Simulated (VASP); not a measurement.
# P in VASP: notebook

The runs below take P through single point, with PBEsol.

Everything below comes from runs of VASP 6.6.1. Logs are shortened: lines on timing, memory, paths and dates and some standing lists are left out, and cuts for length are marked.

### Step 1. The cell of the first run

The cell holds a slab with vacuum, 4 atoms: a = 3.239 Å, b = 34.386 Å, c = 4.569 Å, α = 90.00°, β = 90.00°, γ = 90.00°.

### Step 2. Single point, PBEsol (volume scaled by 0.96)

Contents of INCAR:

```
SYSTEM = P
PREC = Accurate ; ENCUT = 520
EDIFF = 1E-6 ; ISMEAR = -1
SIGMA = 0.05 ; LREAL = .FALSE.
LASPH = .TRUE. ; NELM = 80
ALGO = Normal ; ISIF = 2
LWAVE = .FALSE. ; LCHARG = .FALSE.
GGA = PS ; NBANDS = 18
```

Contents of KPOINTS:

```
Automatic mesh
0
G
  8 1 6
  0 0 0
```

Contents of POSCAR:

```
P
1.0
    3.2393475808      0.0000000000      0.0000000000
    0.0000000000     34.3859322811      0.0000000000
    0.0000000000      0.0000000000      4.5694812964
P
4
Direct
    0.5000000000      0.9702614300      0.9078492800
    0.5000000000      0.0297385700      0.0921507200
    0.0000000000      0.0297385700      0.4078492800
    0.0000000000      0.9702614300      0.5921507200
```

Potentials or basis: VASP PAW PBE potentials, release 64 (P).

Command:

```console
$ cat potpaw_PBE.64/P/POTCAR > POTCAR
$ mpirun -np 1 vasp_std > vasp.out
```

OUTCAR:

```text
SYSTEM = P
   PREC = Accurate
   ENCUT = 520
   EDIFF = 1E-6
   ISMEAR = -1
   LREAL = .FALSE.
   LASPH = .TRUE.
   NELM = 80
   ISIF = 2
   GGA = PS

 ion  position               nearest neighbor table
   1  0.500  0.970  0.908-   4 2.17   4 2.17   2 2.21
   2  0.500  0.030  0.092-   3 2.17   3 2.17   1 2.21
   3  0.000  0.030  0.408-   2 2.17   2 2.17   4 2.21
   4  0.000  0.970  0.592-   1 2.17   1 2.17   3 2.21

  LATTYP: Found a simple orthorhombic cell.
 ALAT       =     3.2393475808
 B/A-ratio  =     1.4106177810
 C/A-ratio  =    10.6150795564

  Lattice vectors:

 A1 = (  -3.2393475808,   0.0000000000,   0.0000000000)
 A2 = (   0.0000000000,   0.0000000000,   4.5694812964)
 A3 = (   0.0000000000,  34.3859322811,   0.0000000000)

Analysis of symmetry for initial positions (statically):
=====================================================================
 Subroutine PRICEL returns:
 Original cell was already a primitive cell.

 Routine SETGRP: Setting up the symmetry group for a
 simple orthorhombic supercell.

 Subroutine GETGRP returns: Found  8 space group operations
 (whereof  4 operations were pure point group operations)
 out of a pool of  8 trial point group operations.

The static configuration has the point symmetry C_2h.
 The point group associated with its full space group is D_2h.

Analysis of symmetry for dynamics (positions and initial velocities):
=====================================================================
 Subroutine PRICEL returns:
 Original cell was already a primitive cell.

 Routine SETGRP: Setting up the symmetry group for a
 simple orthorhombic supercell.

 Subroutine GETGRP returns: Found  8 space group operations
 (whereof  4 operations were pure point group operations)
 out of a pool of  8 trial point group operations.

The dynamic configuration has the point symmetry C_2h.
 The point group associated with its full space group is D_2h.

 Subroutine INISYM returns: Found  8 space group operations
 (whereof  4 operations are pure point group operations),
 and found     1 'primitive' translations

----------------------------------------------------------------------------------------

                                     Primitive cell

  volume of cell :     508.9853

  direct lattice vectors                    reciprocal lattice vectors
     3.239347581  0.000000000  0.000000000     0.308704137  0.000000000  0.000000000
     0.000000000 34.385932281  0.000000000     0.000000000  0.029081660  0.000000000
     0.000000000  0.000000000  4.569481296     0.000000000  0.000000000  0.218843220

  length of vectors
     3.239347581 34.385932281  4.569481296     0.308704137  0.029081660  0.218843220

  position of ions in fractional coordinates (direct lattice)
     0.500000000  0.970261430  0.907849280
     0.500000000  0.029738570  0.092150720
     0.000000000  0.029738570  0.407849280
     0.000000000  0.970261430  0.592150720

  ion indices of the primitive-cell ions
   primitive index   ion index
                 1           1
                 2           2
                 3           3
                 4           4

----------------------------------------------------------------------------------------

 KPOINTS: Automatic mesh

Automatic generation of k-mesh.
 Grid dimensions read from file:
 generate k-points for:    8    1    6

 Generating k-lattice:

  Cartesian coordinates                     Fractional coordinates (reciprocal lattice)
     0.038588017  0.000000000  0.000000000     0.125000000  0.000000000  0.000000000
     0.000000000  0.029081660  0.000000000     0.000000000  1.000000000  0.000000000
     0.000000000  0.000000000  0.036473870     0.000000000  0.000000000  0.166666667

  Length of vectors
     0.038588017  0.029081660  0.036473870

  Shift w.r.t. Gamma in fractional coordinates (k-lattice)
     0.000000000  0.000000000  0.000000000

 Subroutine IBZKPT returns following result:
 ===========================================

 Found     20 irreducible k-points:

 Following reciprocal coordinates:
            Coordinates               Weight
  0.000000  0.000000  0.000000      1.000000
  0.125000  0.000000  0.000000      2.000000
  0.250000  0.000000  0.000000      2.000000
  0.375000  0.000000  0.000000      2.000000
  0.500000  0.000000  0.000000      1.000000
  0.000000  0.000000  0.166667      2.000000
[... 12 lines left out ...]
  0.375000  0.000000  0.500000      2.000000
  0.500000  0.000000  0.500000      1.000000
   k-points           NKPTS =     20   k-points in BZ     NKDIM =     20   number of bands    NBANDS=     18
   number of dos      NEDOS =    301   number of ions     NIONS =      4
   total plane-waves  NPLWV = 221184
   dimension x,y,z NGX =    24 NGY =  256 NGZ =   36
   dimension x,y,z NGXF=    48 NGYF=  512 NGZF=   72
   ions per type =               4
   NGX,Y,Z   is equivalent  to a cutoff of  12.32, 12.38, 13.10 a.u.
   NGXF,Y,Z  is equivalent  to a cutoff of  24.63, 24.75, 26.19 a.u.
 SYSTEM =  P
   PREC   = accura    normal or accurate (medium, high low for compatibility)
   ISTART =      0    job   : 0-new  1-cont  2-samecut
   ICHARG =      2    charge: 1-file 2-atom 10-const
   ISPIN  =      1    spin polarized calculation?
   LNONCOLLINEAR =      F non collinear calculations
   LSORBIT =      F    spin-orbit coupling
   LASPH  =      T    aspherical Exc in radial PAW
   ENCUT  =  520.0 eV  38.22 Ry    6.18 a.u.   6.02 63.94  8.50*2*pi/ulx,y,z
   NELM   =     80;   NELMIN=  2; NELMDL= -5     # of ELM steps
   EDIFF  = 0.1E-05   stopping-criterion for ELM
   LREAL  =      F    real-space projection
[... 7 lines left out ...]
   TEBEG  =    0.0;   TEEND  =   0.0 temperature during run
   PSTRESS=    0.0 pullay stress
   NELECT =      20.0000    total number of electrons
   NUPDOWN=      -1.0000    fix difference up-down
   EMIN   =  10.00;   EMAX   =-10.00  energy-range for DOS
   EFERMI =   0.00;   METHOD = LEGACY
   ISMEAR =    -1;   SIGMA  =   0.05  broadening in eV -4-tet -1-fermi 0-gaus
   EFERMI_NEDOS =   21; number of points for ismear=-14 and -15
   IALGO  =     38    algorithm
   IMIX   =      4    mixing-type and parameters
     AMIX     =   0.40;   BMIX     =  1.00
     AMIX_MAG =   1.60;   BMIX_MAG =  1.00
  volume/ion in A,a.u.               =     127.25       858.70
  Fermi-wavevector in a.u.,A,eV,Ry     =   0.556566  1.051757  4.214613  0.309765
  Thomas-Fermi vector in A             =   1.590787
   LORBIT       =      0    0 simple, 1 ext, 2 COOP (PROOUT), +10 PAW based schemes
   GGA     = PS    functional components
   LHFCALC =     F    Hartree Fock is set to
   AEXX    =    0.0000 exact exchange contribution
   IVDW    =     0    specifies the selected vdW correction
   LEPSILON=     F    determine dielectric tensor
   LRPA    =     F    only Hartree local field effects (RPA)
 non-spin polarized calculation
  energy-cutoff  :      520.00
  volume of cell :      508.99
 maximum number of plane-waves:     13782
   NGX = 13   NGY =127   NGZ = 17

 number of electron      19.9999997 magnetization

 Free energy of the ion-electron system (eV)
  ---------------------------------------------------
  ext. energy  EPLUGINS =         0.00000000
  ---------------------------------------------------
  free energy    TOTEN  =       -22.78739805 eV

  energy without entropy =      -22.78738615  energy(sigma->0) =      -22.78739210

 E-fermi :  -2.8978     XC(G=0):  -1.8031

 val. band max:       -3.3596099595   @ k =   0.1250   0.0000   0.0000
 cond. band min:      -2.4866331497   @ k =   0.0000   0.0000   0.0000
 fundamental gap:      0.8729768098
 Fermi energy:        -2.8977906463

 k-point     1 :       0.0000    0.0000    0.0000
  band No.  band energies     occupation
      1     -18.8501      2.00000
      2     -16.2393      2.00000
      3     -12.7509      2.00000
      4      -9.3832      2.00000
      5      -8.2209      2.00000
      6      -7.9207      2.00000
[... 10 lines left out ...]
     17       1.6785      0.00000
     18       1.8211      0.00000

 k-point     2 :       0.1250    0.0000    0.0000
  band No.  band energies     occupation
      1     -18.6551      2.00000
      2     -16.0369      2.00000
      3     -12.8145      2.00000
      4      -9.2368      2.00000
      5      -8.0911      2.00000
      6      -8.0466      2.00000
[... 10 lines left out ...]
     17       1.9020      0.00000
     18       1.9724      0.00000

 k-point     3 :       0.2500    0.0000    0.0000
  band No.  band energies     occupation
      1     -18.0759      2.00000
      2     -15.4322      2.00000
      3     -13.2843      2.00000
      4      -9.4447      2.00000
      5      -9.1131      2.00000
      6      -8.8453      2.00000
[... 10 lines left out ...]
     17       2.1250      0.00000
     18       2.5711      0.00000

 k-point     4 :       0.3750    0.0000    0.0000
  band No.  band energies     occupation
      1     -17.1335      2.00000
      2     -14.4621      2.00000
      3     -14.4339      2.00000
      4     -11.3513      2.00000
      5      -9.1860      2.00000
      6      -8.4568      2.00000
[... 291 lines left out ...]
      4     -11.8703      2.00000
      5      -9.1238      2.00000
      6      -9.1238      2.00000
[... 10 lines left out ...]
     17       3.1545      0.00000
     18       3.1545      0.00000

 k-point    19 :       0.3750    0.0000    0.5000
  band No.  band energies     occupation
      1     -16.1164      2.00000
      2     -16.1164      2.00000
      3     -12.7210      2.00000
      4     -12.7210      2.00000
      5      -9.3132      2.00000
      6      -9.3132      2.00000
[... 10 lines left out ...]
     17       3.3485      0.00000
     18       3.3485      0.00000

 k-point    20 :       0.5000    0.0000    0.5000
  band No.  band energies     occupation
      1     -15.4827      2.00000
      2     -15.4827      2.00000
      3     -13.5311      2.00000
      4     -13.5311      2.00000
      5      -8.6196      2.00000
      6      -8.6196      2.00000
[... 10 lines left out ...]
     17       3.1700      0.00000
     18       3.1700      0.00000

------------------------ aborting loop because EDIFF is reached ----------------------------------------

  FORCE on cell =-STRESS in cart. coord.  units (eV):
  Direction    XX          YY          ZZ          XY          YZ          ZX
  --------------------------------------------------------------------------------------
  -------------------------------------------------------------------------------------
  Total        1.6442770      1.3475918      1.4507539      0.0000000      0.0000000      0.0000000
  in kB        5.1758337      4.2419319      4.5666643      0.0000000      0.0000000      0.0000000
  external PRESSURE =       4.6614766 kB  Pullay stress =       0.0000000 kB

 VOLUME and BASIS-vectors are now :
 -----------------------------------------------------------------------------
  energy-cutoff  :      520.00
  volume of cell :      508.99
      direct lattice vectors                 reciprocal lattice vectors
     3.239347581  0.000000000  0.000000000     0.308704137  0.000000000  0.000000000
     0.000000000 34.385932281  0.000000000     0.000000000  0.029081660  0.000000000
     0.000000000  0.000000000  4.569481296     0.000000000  0.000000000  0.218843220

 POSITION                                       TOTAL-FORCE (eV/Angst)
 -----------------------------------------------------------------------------------
      1.61967     33.36334      4.14840         0.000000     -0.333412      0.495763
      1.61967      1.02259      0.42108        -0.000000      0.333412     -0.495763
      0.00000      1.02259      1.86366         0.000000      0.333412      0.495763
      0.00000     33.36334      2.70582         0.000000     -0.333412     -0.495763
 -----------------------------------------------------------------------------------
    total drift:                               -0.000000      0.000000     -0.000000

  FREE ENERGIE OF THE ION-ELECTRON SYSTEM (eV)
  ---------------------------------------------------
  free  energy   TOTEN  =       -22.7873980494 eV

  energy  without entropy=      -22.7873861494  energy(sigma->0) =      -22.78739210
```

Run time: 5.2 min. Hardware: 1 thread of Intel Xeon Platinum 8488C (Sapphire Rapids), shared host; peak memory 0.51 GiB.

Results:

| Item | Value |
| --- | --- |
| Free energy | -22.7874 eV |
| Largest force | 0.597 eV/Å |
| Band gap on the k mesh | 0.87 eV, indirect (the least direct gap lies 1.9 meV higher) |

Forces in eV/Å, atoms in the order of the input:
```
P    0.000 -0.333  0.496
P    0.000  0.333 -0.496
P    0.000  0.333  0.496
P    0.000 -0.333 -0.496
```

Caveat: the PAW data sets were made with another functional, which shifts forces and pressure a little.

### Step 3. Single point, PBEsol (volume scaled by 0.98)

Contents of INCAR:

```
ALGO = Normal
EDIFF = 1E-6
ENCUT = 520
GGA = PS
ISIF = 2
ISMEAR = -1
LASPH = True
LCHARG = False
LREAL = False
LWAVE = False
NBANDS = 18
NELM = 80
PREC = Accurate
SIGMA = 0.05
```

Contents of KPOINTS:

```
k-points
0
Gamma
  8 1 6
```

Contents of POSCAR:

```
P
1.0
    3.2616886149      0.0000000000      0.0000000000
    0.0000000000     34.6230841357      0.0000000000
    0.0000000000      0.0000000000      4.6009959564
P
4
Direct
    0.5000000000      0.9702614300      0.9078492800
    0.5000000000      0.0297385700      0.0921507200
    0.0000000000      0.0297385700      0.4078492800
    0.0000000000      0.9702614300      0.5921507200
```

Potentials or basis: VASP PAW PBE potentials, release 64 (P).

Command:

```console
$ cat potpaw_PBE.64/P/POTCAR > POTCAR
$ mpirun -np 1 vasp_std > vasp.out
```

Wall time 4.7 min (1 thread of Intel Xeon Platinum 8488C (Sapphire Rapids), shared host); peak memory 0.54 GiB.

Results (log left out):

```
Free energy            : -22.8095 eV
Largest force          : 0.412 eV/Å
Band gap on the k mesh : 0.89 eV, direct
```

Forces on the atoms (eV/Å):
```
P    0.000 -0.183  0.369
P    0.000  0.183 -0.369
P    0.000  0.183  0.369
P    0.000 -0.183 -0.369
```

Levels at points of the mesh, in eV from the valence-band top:
| k point | band 6 | band 7 | band 8 | band 9 | band 10 | band 11 | band 12 | band 13 | band 14 | band 15 |
| --- | --- | --- | --- | --- | --- | --- | --- | --- | --- | --- |
| (0.00, 0.00, 0.00) | -4.61 | -3.52 | -1.88 | -1.71 | 0.00 | 0.89 | 1.47 | 2.65 | 3.34 | 4.39 |
| (0.50, 0.00, 0.00) | -5.21 | -2.81 | -2.81 | -2.05 | -2.05 | 1.15 | 1.15 | 2.18 | 2.18 | 3.82 |
| (0.00, 0.00, 0.50) | -2.99 | -2.71 | -2.71 | -1.41 | -1.41 | 2.07 | 2.07 | 3.76 | 3.76 | 3.77 |
| (0.50, 0.00, 0.50) | -5.17 | -4.66 | -4.66 | -1.10 | -1.10 | 2.31 | 2.31 | 3.79 | 3.79 | 5.18 |

Caveat: the PAW data sets were made with another functional, which shifts forces and pressure a little.

### Step 4. Single point, PBEsol (volume scaled by 1.06)

Contents of INCAR:

```
ALGO     = Normal         # electronic algorithm
EDIFF    = 1E-7           # SCF threshold, eV
ENCUT    = 520            # plane-wave cutoff, eV
GGA      = PS             # functional
ISIF     = 2              # what is computed and relaxed
ISMEAR   = -1             # smearing method
LASPH    = T              # aspherical terms in the spheres
LCHARG   = F              # write CHGCAR
LREAL    = F              # projectors in reciprocal space
LWAVE    = F              # write WAVECAR
NBANDS   = 18             # bands
NELM     = 60             # most SCF steps
PREC     = Accurate       # precision mode
SIGMA    = 0.05           # smearing width, eV
```

KPOINTS is that of step 3.

Contents of POSCAR:

```
P
1.0
    3.3481308887      0.0000000000      0.0000000000
    0.0000000000     35.5406757490      0.0000000000
    0.0000000000      0.0000000000      4.7229329649
P
4
Direct
    0.5000000000      0.9702614300      0.9078492800
    0.5000000000      0.0297385700      0.0921507200
    0.0000000000      0.0297385700      0.4078492800
    0.0000000000      0.9702614300      0.5921507200
```

Potentials or basis: VASP PAW PBE potentials, release 64 (P).

Command:

```console
$ cat potpaw_PBE.64/P/POTCAR > POTCAR
$ mpirun -np 1 vasp_std > vasp.out
```

OUTCAR:

```text
EDIFF = 1E-7
   ENCUT = 520
   GGA = PS
   ISIF = 2
   ISMEAR = -1
   LASPH = T
   LREAL = F
   NELM = 60
   PREC = Accurate

 ion  position               nearest neighbor table
   1  0.500  0.970  0.908-   4 2.24   4 2.24   2 2.29
   2  0.500  0.030  0.092-   3 2.24   3 2.24   1 2.29
   3  0.000  0.030  0.408-   2 2.24   2 2.24   4 2.29
   4  0.000  0.970  0.592-   1 2.24   1 2.24   3 2.29

  LATTYP: Found a simple orthorhombic cell.
 ALAT       =     3.3481308887
 B/A-ratio  =     1.4106177811
 C/A-ratio  =    10.6150795565

  Lattice vectors:

 A1 = (  -3.3481308887,   0.0000000000,   0.0000000000)
 A2 = (   0.0000000000,   0.0000000000,   4.7229329649)
 A3 = (   0.0000000000,  35.5406757490,   0.0000000000)

Analysis of symmetry for initial positions (statically):
=====================================================================
 Subroutine PRICEL returns:
 Original cell was already a primitive cell.

 Routine SETGRP: Setting up the symmetry group for a
 simple orthorhombic supercell.

[... 164 lines left out ...]

  energy without entropy =      -22.74556099  energy(sigma->0) =      -22.74556362

 E-fermi :  -3.1178     XC(G=0):  -1.7046

 val. band max:       -3.5931545764   @ k =   0.0000   0.0000   0.0000
 cond. band min:      -2.6597214666   @ k =   0.0000   0.0000   0.0000
 fundamental gap:      0.9334331098
 Fermi energy:        -3.1178377142

 k-point     1 :       0.0000    0.0000    0.0000
  band No.  band energies     occupation
      1     -18.2751      2.00000
      2     -15.9347      2.00000
      3     -12.7151      2.00000
      4      -9.1054      2.00000
      5      -8.3886      2.00000
      6      -7.9107      2.00000
[... 397 lines left out ...]
      5      -8.4141      2.00000
      6      -8.4141      2.00000
[... 10 lines left out ...]
     17       2.8829      0.00000
     18       2.8829      0.00000

------------------------ aborting loop because EDIFF is reached ----------------------------------------

  FORCE on cell =-STRESS in cart. coord.  units (eV):
  Direction    XX          YY          ZZ          XY          YZ          ZX
  --------------------------------------------------------------------------------------
  -------------------------------------------------------------------------------------
  Total       -3.1120715     -1.3469487     -2.1665793      0.0000000     -0.0000000      0.0000000
  in kB       -8.8719741     -3.8399161     -6.1765402      0.0000000     -0.0000000      0.0000000
  external PRESSURE =      -6.2961434 kB  Pullay stress =       0.0000000 kB

 VOLUME and BASIS-vectors are now :
 -----------------------------------------------------------------------------
  energy-cutoff  :      520.00
  volume of cell :      562.00
      direct lattice vectors                 reciprocal lattice vectors
     3.348130889  0.000000000  0.000000000     0.298674106  0.000000000  0.000000000
     0.000000000 35.540675749  0.000000000     0.000000000  0.028136775  0.000000000
     0.000000000  0.000000000  4.722932965     0.000000000  0.000000000  0.211732838

 POSITION                                       TOTAL-FORCE (eV/Angst)
 -----------------------------------------------------------------------------------
      1.67407     34.48375      4.28771        -0.000000      0.315216     -0.053821
      1.67407      1.05693      0.43522         0.000000     -0.315216      0.053821
      0.00000      1.05693      1.92624        -0.000000     -0.315216     -0.053821
      0.00000     34.48375      2.79669         0.000000      0.315216      0.053821
 -----------------------------------------------------------------------------------
    total drift:                               -0.000000      0.000000      0.000000

  FREE ENERGIE OF THE ION-ELECTRON SYSTEM (eV)
  ---------------------------------------------------
  free  energy   TOTEN  =       -22.7455662474 eV

  energy  without entropy=      -22.7455609946  energy(sigma->0) =      -22.74556362
```

It took 5.7 min on 1 thread of Intel Xeon Platinum 8488C (Sapphire Rapids), shared host; peak memory 0.64 GiB.

Results:

```yaml
Free_energy: -22.7456 eV
Largest_force: 0.320 eV/Å
Band_gap_on_the_k_mesh: 0.93 eV, direct
```

Forces on the atoms (eV/Å):
```
P    0.000  0.315 -0.054
P    0.000 -0.315  0.054
P    0.000 -0.315 -0.054
P    0.000  0.315  0.054
```

Caveat: the PAW data sets were made with another functional, which shifts forces and pressure a little.

(Part 1 of 2 ends here.)
